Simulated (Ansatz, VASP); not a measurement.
Ge: VASP beside Ansatz

Contents of INCAR:

```
  ALGO = Normal
  EDIFF = 1E-6
  ENCUT = 500
  GGA = PE
  GGA_COMPAT = F
  ISIF = 2
  ISMEAR = 0
  LASPH = T
  LCHARG = T
  LELF = T
  LREAL = F
  LVHAR = T
  LWAVE = F
  NBANDS = 21
  NELM = 120
  PREC = Accurate
  SIGMA = 0.15
```

The input KPOINTS:

```
k-points
0
Gamma
  14 14 14
```

POSCAR

```
Ge
1.0
    0.0000000000      2.9277769500      2.8287700000
    2.8287700000      0.0000000000      2.8287700000
    2.8287700000      2.9277769500      0.0000000000
Ge
2
Direct
    0.5000000000      0.5000000000      0.5000000000
    0.7500000000      0.7500000000      0.7500000000
```

Input for Ansatz:

```yaml
crystal:
  lattice:
    - [0.0, 2.92777695, 2.82877]
    - [2.82877, 0.0, 2.82877]
    - [2.82877, 2.92777695, 0.0]
  atoms:
    - { symbol: Ge, position: [0.5, 0.5, 0.5] }
    - { symbol: Ge, position: [0.75, 0.75, 0.75] }
basis:
  ecutwfc: 420
kpoints:
  mp_grid: { grid: [14, 14, 14] }
hamiltonian:
  xc: pbe
scf:
  occupations: { method: gaussian, width: 0.15 }
output:
  forces: true
  stress: true
  eigenvalues: true
```

Change from the starting cell: strain +0.0350 x Voigt [0, 1, 0, 0, 0, 0], atoms carried along.

Alike in both runs: task single point; functional PBE; k mesh 14 × 14 × 14; occupations gaussian, width 0.15 eV; no spin polarisation.

|  | VASP | Ansatz |
| --- | --- | --- |
| version | VASP 6.6.1 | Ansatz 0.2.0 |
| potentials or method | VASP PAW PBE potentials, release 64 (Ge_d), cutoff 500 eV | scalar-relativistic, plane waves, PAW |
| valence electrons in the cell | 28 | 28 |

Ansatz gave:

| Item | Value |
| --- | --- |
| gap on the k mesh at the Fermi level (eV) | none |
| pressure (GPa) | 1.3 |
| traceless stress, the component that is largest in VASP (GPa) | -1.65 |

Task: Estimate VASP's values.

Result: gap on the k mesh at the Fermi level (eV): none; pressure (GPa): 1.1; traceless stress, the component that is largest in VASP (GPa): -1.65.

A gap of «none» marks a metal or a gap that the smearing closes.
